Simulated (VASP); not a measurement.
# Si (P6_3/mmc) in VASP: a series of runs

Si is run at these levels: PBEsol; tasks: single point, relaxation of the atoms.

All numbers are computed with VASP 6.6.1; they aren't measurements. Logs are shortened: lines on timing, memory, paths and dates and some standing lists are left out, and cuts for length are marked.

### 1 The cell of the first run

The structure is hexagonal, space group P6_3/mmc (No. 194). The conventional cell has a = 3.844 Å, b = 3.844 Å, c = 6.306 Å, α = 90.00°, β = 90.00°, γ = 120.00°. Within 3.1 Å of Si (site symmetry 3m) lie 4 Si at 2.35 to 2.37 Å.

### 2 Single point, PBEsol (strained cell)

Contents of INCAR:

```
SYSTEM = Si
ALGO = Normal ; EDIFF = 1E-6
ENCUT = 520 ; GGA = PS
ISIF = 2 ; ISMEAR = 0
LASPH = .TRUE. ; LCHARG = .FALSE.
LREAL = .FALSE. ; LWAVE = .FALSE.
NBANDS = 16 ; NELM = 100
PREC = Accurate ; SIGMA = 0.01
```

Contents of KPOINTS:

```
k-points
0
G
  9 9 6
  0 0 0
```

Contents of POSCAR:

```
Si
1.0
    3.8438634368      0.0000000000      0.0000000000
   -1.9219317184      3.3288833850      0.0000000000
    0.0000000000      0.0000000000      6.3057763848
Si
4
Direct
    0.3333333333      0.6666666667     -0.0005373733
    0.6666666667      0.3333333333      0.4994626267
    0.3333333333      0.6666666667      0.3745373733
    0.6666666667      0.3333333333      0.8745373733
```

Potentials or basis: VASP PAW PBE potentials, release 64 (Si).

The run is started by

```sh
> cat potpaw_PBE.64/Si/POTCAR > POTCAR
> mpirun -np 1 vasp_std > vasp.out
```

OUTCAR:

```text
SYSTEM = Si
   EDIFF = 1E-6
   ENCUT = 520
   GGA = PS
   ISIF = 2
   ISMEAR = 0
   LASPH = .TRUE.
   LREAL = .FALSE.
   NELM = 100
   PREC = Accurate

 ion  position               nearest neighbor table
   1  0.333  0.667  0.999-   4 2.35   4 2.35   4 2.35   3 2.37
   2  0.667  0.333  0.499-   3 2.35   3 2.35   3 2.35   4 2.37
   3  0.333  0.667  0.375-   2 2.35   2 2.35   2 2.35   1 2.37
   4  0.667  0.333  0.875-   1 2.35   1 2.35   1 2.35   2 2.37

  LATTYP: Found a hexagonal cell.
 ALAT       =     3.8438634368
 C/A-ratio  =     1.6404787757

  Lattice vectors:

 A1 = (   3.8438634368,   0.0000000000,   0.0000000000)
 A2 = (  -1.9219317184,   3.3288833850,   0.0000000000)
 A3 = (   0.0000000000,   0.0000000000,   6.3057763848)

Analysis of symmetry for initial positions (statically):
=====================================================================
 Subroutine PRICEL returns:
 Original cell was already a primitive cell.

 Routine SETGRP: Setting up the symmetry group for a
 hexagonal supercell.

 Subroutine GETGRP returns: Found 24 space group operations
 (whereof  6 operations were pure point group operations)
 out of a pool of 24 trial point group operations.

The static configuration has the point symmetry C_3v.
 The point group associated with its full space group is D_6h.

Analysis of symmetry for dynamics (positions and initial velocities):
=====================================================================
 Subroutine PRICEL returns:
 Original cell was already a primitive cell.

 Routine SETGRP: Setting up the symmetry group for a
 hexagonal supercell.

 Subroutine GETGRP returns: Found 24 space group operations
 (whereof  6 operations were pure point group operations)
 out of a pool of 24 trial point group operations.

The dynamic configuration has the point symmetry C_3v.
 The point group associated with its full space group is D_6h.

 Subroutine INISYM returns: Found 24 space group operations
 (whereof  6 operations are pure point group operations),
 and found     1 'primitive' translations

----------------------------------------------------------------------------------------

                                     Primitive cell

  volume of cell :      80.6873

  direct lattice vectors                    reciprocal lattice vectors
     3.843863437  0.000000000  0.000000000     0.260154924  0.150200515  0.000000000
    -1.921931718  3.328883385  0.000000000     0.000000000  0.300401031  0.000000000
     0.000000000  0.000000000  6.305776385     0.000000000  0.000000000  0.158584755

  length of vectors
     3.843863437  3.843863437  6.305776385     0.300401031  0.300401031  0.158584755

  position of ions in fractional coordinates (direct lattice)
     0.333333333  0.666666667  0.999462627
     0.666666667  0.333333333  0.499462627
     0.333333333  0.666666667  0.374537373
     0.666666667  0.333333333  0.874537373

  ion indices of the primitive-cell ions
   primitive index   ion index
                 1           1
                 2           2
                 3           3
                 4           4

----------------------------------------------------------------------------------------

 KPOINTS: k-points

Automatic generation of k-mesh.
 Grid dimensions read from file:
 generate k-points for:    9    9    6

 Generating k-lattice:

  Cartesian coordinates                     Fractional coordinates (reciprocal lattice)
     0.028906103  0.016688946  0.000000000     0.111111111 -0.000000000  0.000000000
     0.000000000  0.033377892  0.000000000     0.000000000  0.111111111  0.000000000
     0.000000000  0.000000000  0.026430792     0.000000000  0.000000000  0.166666667

  Length of vectors
     0.033377892  0.033377892  0.026430792

  Shift w.r.t. Gamma in fractional coordinates (k-lattice)
     0.000000000  0.000000000  0.000000000

 Subroutine IBZKPT returns following result:
 ===========================================

 Found     48 irreducible k-points:

 Following reciprocal coordinates:
            Coordinates               Weight
  0.000000  0.000000  0.000000      1.000000
  0.111111  0.000000  0.000000      6.000000
  0.222222 -0.000000  0.000000      6.000000
  0.333333  0.000000  0.000000      6.000000
  0.444444 -0.000000  0.000000      6.000000
  0.111111  0.111111  0.000000      6.000000
[... 16 lines left out ...]
  0.333333  0.222222  0.166667     24.000000
  0.333333  0.333333  0.166667      4.000000
 [... further k-points ...]
   k-points           NKPTS =     48   k-points in BZ     NKDIM =     48   number of bands    NBANDS=     16
   number of dos      NEDOS =    301   number of ions     NIONS =      4
   total plane-waves  NPLWV =  43200
   dimension x,y,z NGX =    30 NGY =   30 NGZ =   48
   dimension x,y,z NGXF=    60 NGYF=   60 NGZF=   96
   ions per type =               4
   NGX,Y,Z   is equivalent  to a cutoff of  12.97, 12.97, 12.65 a.u.
   NGXF,Y,Z  is equivalent  to a cutoff of  25.95, 25.95, 25.31 a.u.
 SYSTEM =  Si
   PREC   = accura    normal or accurate (medium, high low for compatibility)
   ISTART =      0    job   : 0-new  1-cont  2-samecut
   ICHARG =      2    charge: 1-file 2-atom 10-const
   ISPIN  =      1    spin polarized calculation?
   LNONCOLLINEAR =      F non collinear calculations
   LSORBIT =      F    spin-orbit coupling
   LASPH  =      T    aspherical Exc in radial PAW
   ENCUT  =  520.0 eV  38.22 Ry    6.18 a.u.   7.15  7.15 11.72*2*pi/ulx,y,z
   NELM   =    100;   NELMIN=  2; NELMDL= -5     # of ELM steps
   EDIFF  = 0.1E-05   stopping-criterion for ELM
   LREAL  =      F    real-space projection
   EDIFFG = 0.1E-04   stopping-criterion for IOM
   NSW    =      0    number of steps for IOM
   IBRION =     -1    ionic relax: 0-MD 1-quasi-New 2-CG
   NFREE  =      0    steps in history (QN), initial steepest desc. (CG)
   ISIF   =      2    stress and relaxation
   ISYM   =      2    0-nonsym 1-usesym 2-fastsym
   POTIM  = 0.5000    time-step for ionic-motion
   TEBEG  =    0.0;   TEEND  =   0.0 temperature during run
   PSTRESS=    0.0 pullay stress
   NELECT =      16.0000    total number of electrons
   NUPDOWN=      -1.0000    fix difference up-down
   EMIN   =  10.00;   EMAX   =-10.00  energy-range for DOS
   EFERMI =   0.00;   METHOD = LEGACY
   ISMEAR =     0;   SIGMA  =   0.01  broadening in eV -4-tet -1-fermi 0-gaus
   EFERMI_NEDOS =   21; number of points for ismear=-14 and -15
   IALGO  =     38    algorithm
   IMIX   =      4    mixing-type and parameters
     AMIX     =   0.40;   BMIX     =  1.00
     AMIX_MAG =   1.60;   BMIX_MAG =  1.00
  volume/ion in A,a.u.               =      20.17       136.13
  Fermi-wavevector in a.u.,A,eV,Ry     =   0.954655  1.804036 12.399890  0.911366
  Thomas-Fermi vector in A             =   2.083421
   LORBIT       =      0    0 simple, 1 ext, 2 COOP (PROOUT), +10 PAW based schemes
   GGA     = PS    functional components
   LHFCALC =     F    Hartree Fock is set to
   AEXX    =    0.0000 exact exchange contribution
   IVDW    =     0    specifies the selected vdW correction
   LEPSILON=     F    determine dielectric tensor
   LRPA    =     F    only Hartree local field effects (RPA)
 non-spin polarized calculation
 Gauss-broadening in eV      SIGMA  =   0.01
  energy-cutoff  :      520.00
  volume of cell :       80.69
 maximum number of plane-waves:      2208
 NGX is ok and might be reduce to    30
   NGX = 15   NGY = 15   NGZ = 23

 number of electron      16.0000000 magnetization

 Free energy of the ion-electron system (eV)
  ---------------------------------------------------
  ext. energy  EPLUGINS =         0.00000000
  ---------------------------------------------------
  free energy    TOTEN  =       -22.94422654 eV

  energy without entropy =      -22.94422654  energy(sigma->0) =      -22.94422654

 E-fermi :   6.0497     XC(G=0):  -9.5187

 val. band max:        5.9540783207   @ k =   0.0000   0.0000   0.0000
 cond. band min:       6.2734745662   @ k =   0.4444  -0.0000   0.0000
 fundamental gap:      0.3193962455
 Fermi energy:         6.0497198367

 k-point     1 :       0.0000    0.0000    0.0000
  band No.  band energies     occupation
      1      -6.2395      2.00000
      2      -3.9056      2.00000
      3      -1.2666      2.00000
      4       4.3986      2.00000
      5       4.3986      2.00000
      6       5.6643      2.00000
[... 8 lines left out ...]
     15      10.0855      0.00000
     16      11.8023      0.00000

 k-point     2 :       0.1111    0.0000    0.0000
  band No.  band energies     occupation
      1      -6.0966      2.00000
      2      -3.7598      2.00000
      3      -1.1919      2.00000
      4       3.3099      2.00000
      5       4.1150      2.00000
      6       4.9495      2.00000
[... 8 lines left out ...]
     15      10.6548      0.00000
     16      11.0100      0.00000

 k-point     3 :       0.2222   -0.0000    0.0000
  band No.  band energies     occupation
      1      -5.6749      2.00000
      2      -3.3284      2.00000
      3      -1.0723      2.00000
      4       1.7827      2.00000
      5       3.2330      2.00000
      6       3.5827      2.00000
[... 8 lines left out ...]
     15      11.6941      0.00000
     16      11.9456      0.00000

 k-point     4 :       0.3333    0.0000    0.0000
  band No.  band energies     occupation
      1      -5.0060      2.00000
      2      -2.6382      2.00000
      3      -1.4076      2.00000
      4       1.0138      2.00000
      5       1.5740      2.00000
      6       3.1367      2.00000
[... 8 lines left out ...]
     15      12.8070      0.00000
     16      12.9442      0.00000
[... 324 lines left out ...]
 k-point    22 :       0.2222    0.2222    0.1667
  band No.  band energies     occupation
      1      -4.5255      2.00000
      2      -2.6668      2.00000
      3      -1.2922      2.00000
      4       0.8952      2.00000
      5       1.6489      2.00000
      6       1.7633      2.00000
[... 8 lines left out ...]
     15      11.4786      0.00000
     16      12.2224      0.00000

 k-point    23 :       0.3333    0.2222    0.1667
  band No.  band energies     occupation
      1      -3.7553      2.00000
      2      -2.4868      2.00000
      3      -1.5047      2.00000
      4      -0.1322      2.00000
      5       1.1891      2.00000
      6       2.1742      2.00000
[... 8 lines left out ...]
     15      12.5361      0.00000
     16      13.2988      0.00000

 k-point    24 :       0.3333    0.3333    0.1667
  band No.  band energies     occupation
      1      -3.0383      2.00000
      2      -3.0383      2.00000
      3      -0.8342      2.00000
      4      -0.8342      2.00000
      5       0.8065      2.00000
      6       2.4081      2.00000
[... 8 lines left out ...]
     15      12.9261      0.00000
     16      13.1321      0.00000

 [... further k-points ...]
[... 5 lines left out ...]
  --------------------------------------------------------------------------------------
  -------------------------------------------------------------------------------------
  Total       -0.4778094     -0.4778094      0.1705467      0.0000000      0.0000000      0.0000000
  in kB       -9.4876840     -9.4876840      3.3864821      0.0000000      0.0000000      0.0000000
  external PRESSURE =      -5.1962953 kB  Pullay stress =       0.0000000 kB

 VOLUME and BASIS-vectors are now :
 -----------------------------------------------------------------------------
  energy-cutoff  :      520.00
  volume of cell :       80.69
      direct lattice vectors                 reciprocal lattice vectors
     3.843863437  0.000000000  0.000000000     0.260154924  0.150200515  0.000000000
    -1.921931718  3.328883385  0.000000000     0.000000000  0.300401031  0.000000000
     0.000000000  0.000000000  6.305776385     0.000000000  0.000000000  0.158584755

 POSITION                                       TOTAL-FORCE (eV/Angst)
 -----------------------------------------------------------------------------------
     -0.00000      2.21926      6.30239        -0.000000      0.000000      0.000172
      1.92193      1.10963      3.14950         0.000000      0.000000      0.000172
     -0.00000      2.21926      2.36175        -0.000000     -0.000000     -0.000172
      1.92193      1.10963      5.51464         0.000000     -0.000000     -0.000172
 -----------------------------------------------------------------------------------
    total drift:                               -0.000000      0.000000      0.000001

  FREE ENERGIE OF THE ION-ELECTRON SYSTEM (eV)
  ---------------------------------------------------
  free  energy   TOTEN  =       -22.9442265405 eV

  energy  without entropy=      -22.9442265405  energy(sigma->0) =      -22.94422654
```

Wall time 30 s (1 thread of AMD EPYC 9R45 (Zen 5), shared host); peak memory 0.17 GiB.

Results:

```
Free energy            : -22.9442 eV
Pressure               : -0.5 GPa
Band gap on the k mesh : 0.32 eV, indirect (least direct gap 0.87 eV)
```

Stress tensor (GPa, compression positive):
```
-0.95  0.00  0.00
 0.00 -0.95  0.00
 0.00  0.00  0.34
```

Caveat: the cell differs from its parent crystal (strained cell); the PAW data sets were made with another functional, which shifts forces and pressure a little.

### 3 Single point, PBEsol (strained cell)

Contents of INCAR:

```
SYSTEM = Si
PREC = Accurate ; ENCUT = 520
EDIFF = 1E-7 ; ISMEAR = 0
SIGMA = 0.01 ; LREAL = .False.
LASPH = .True. ; NELM = 100
ALGO = Normal ; ISIF = 2
LWAVE = .False. ; LCHARG = .False.
GGA = PS ; NBANDS = 16
```

Contents of KPOINTS:

```
Automatic mesh
0
Gamma
  9 9 6
  0 0 0
```

Contents of POSCAR:

```
Si
1.0
    3.8438634368      0.0000000000      0.0000000000
   -1.9219317184      3.3288833850      0.0000000000
    0.0000000000      0.0000000000      6.3152015217
Si
4
Direct
    0.3333333333      0.6666666667     -0.0004406984
    0.6666666667      0.3333333333      0.4995593016
    0.3333333333      0.6666666667      0.3744406984
    0.6666666667      0.3333333333      0.8744406984
```

Potentials or basis: VASP PAW PBE potentials, release 64 (Si).

The run is started by

```sh
> cat potpaw_PBE.64/Si/POTCAR > POTCAR
> mpirun -np 1 vasp_std > vasp.out
```

Wall time 33 s (1 thread of AMD EPYC 9R45 (Zen 5), shared host); peak memory 0.17 GiB.

Results (log left out):

- Free energy: -22.9444 eV
- Pressure: -0.7 GPa
- Band gap on the k mesh: 0.33 eV, indirect (least direct gap 0.88 eV)

Stress tensor (GPa, compression positive):
```
-1.00  0.00  0.00
 0.00 -1.00  0.00
 0.00  0.00  0.03
```

Levels at points of the mesh, in eV from the valence-band top:
```csv
k point,band 4,band 5,band 6,band 7,band 8,band 9,band 10,band 11,band 12,band 13
"(0.00, 0.00, 0.00)",-1.55,-1.55,-0.30,0.00,0.00,0.88,1.93,1.93,2.39,3.41
"(0.00, 0.00, 0.50)",-4.20,-0.95,-0.95,-0.95,-0.95,1.68,1.68,2.92,2.92,2.92
```

Caveat: the cell differs from its parent crystal (strained cell); the PAW data sets were made with another functional, which shifts forces and pressure a little. A k mesh can miss the band edges.

### 4 Single point, PBEsol (strained cell)

Contents of INCAR:

```
PREC     = Accurate       # precision mode
ENCUT    = 520            # plane-wave cutoff, eV
EDIFF    = 1E-6           # SCF threshold, eV
ISMEAR   = 0              # smearing method
SIGMA    = 0.01           # smearing width, eV
LREAL    = F              # projectors in reciprocal space
LASPH    = T              # aspherical terms in the spheres
NELM     = 80             # most SCF steps
ALGO     = Normal         # electronic algorithm
ISIF     = 2              # what is computed and relaxed
LWAVE    = F              # write WAVECAR
LCHARG   = F              # write CHGCAR
GGA      = PS             # functional
NBANDS   = 16             # bands
```

Contents of KPOINTS:

```
Automatic mesh
0
Gamma
  9 9 6
```

Contents of POSCAR:

```
Si
1.0
    3.8438634368      0.0000000000      0.0000000000
   -1.9219317184      3.3288833850      0.0000000000
    0.0000000000      0.0000000000      6.3125608174
Si
4
Direct
    0.3333333333      0.6666666667     -0.0004615456
    0.6666666667      0.3333333333      0.4995384544
    0.3333333333      0.6666666667      0.3744615456
    0.6666666667      0.3333333333      0.8744615456
```

The run is started by

```sh
> cat potpaw_PBE.64/Si/POTCAR > POTCAR
> mpirun -np 1 vasp_std > vasp.out
```

Run time: 30 s. Hardware: 1 thread of AMD EPYC 9R45 (Zen 5), shared host; peak memory 0.17 GiB.

The run converged. Its results:

* Free energy: -22.9444 eV
* Pressure: -0.6 GPa
* Band gap on the k mesh: 0.33 eV, indirect (least direct gap 0.88 eV)

Stress tensor (GPa, compression positive):
```
-0.99  0.00  0.00
 0.00 -0.99  0.00
 0.00  0.00  0.12
```

Levels at points of the mesh, in eV from the valence-band top:
| k point | band 6 | band 7 | band 8 | band 9 | band 10 | band 11 |
| --- | --- | --- | --- | --- | --- | --- |
| (0.00, 0.00, 0.00) | -0.30 | 0.00 | 0.00 | 0.88 | 1.93 | 1.93 |
| (0.00, 0.00, 0.50) | -0.95 | -0.95 | -0.95 | 1.68 | 1.68 | 2.92 |

Caveat: the cell differs from its parent crystal (strained cell); the PAW data sets were made with another functional, which shifts forces and pressure a little. A k mesh can miss the band edges.

### 5 Single point, PBEsol

Contents of INCAR:

```
SYSTEM = Si
PREC     = Accurate       ! precision mode
ENCUT    = 520            ! plane-wave cutoff, eV
EDIFF    = 1E-6           ! SCF threshold, eV
ISMEAR   = 0              ! smearing method
SIGMA    = 0.01           ! smearing width, eV
LREAL    = .FALSE.        ! projectors in reciprocal space
LASPH    = .TRUE.         ! aspherical terms in the spheres
NELM     = 80             ! most SCF steps
ALGO     = Normal         ! electronic algorithm
ISIF     = 2              ! what is computed and relaxed
LWAVE    = .FALSE.        ! write WAVECAR
LCHARG   = .FALSE.        ! write CHGCAR
GGA      = PS             ! functional
NBANDS   = 16             ! bands
```

Contents of KPOINTS:

```
regular mesh
0
G
  9 9 6
  0 0 0
```

POSCAR is that of step 4.

The run is started by

```sh
> cat potpaw_PBE.64/Si/POTCAR > POTCAR
> mpirun -np 1 vasp_std > vasp.out
```

It took 28 s on 1 thread of AMD EPYC 9R45 (Zen 5), shared host; peak memory 0.17 GiB.

The run converged. Its results:

```
Free energy            : -22.9444 eV
Pressure               : -0.6 GPa
Band gap on the k mesh : 0.33 eV, indirect (least direct gap 0.88 eV)
```

Stress tensor (GPa, compression positive):
```
-0.99  0.00  0.00
 0.00 -0.99  0.00
 0.00  0.00  0.12
```

Levels at points of the mesh, in eV from the valence-band top:
| k point | band 4 | band 5 | band 6 | band 7 | band 8 | band 9 | band 10 | band 11 | band 12 | band 13 |
| --- | --- | --- | --- | --- | --- | --- | --- | --- | --- | --- |
| (0.00, 0.00, 0.00) | -1.55 | -1.55 | -0.30 | 0.00 | 0.00 | 0.88 | 1.93 | 1.93 | 2.40 | 3.42 |
| (0.00, 0.00, 0.50) | -4.20 | -0.95 | -0.95 | -0.95 | -0.95 | 1.68 | 1.68 | 2.92 | 2.92 | 2.92 |

Caveat: the PAW data sets were made with another functional, which shifts forces and pressure a little. A k mesh can miss the band edges.

[end of part 1 of 2]
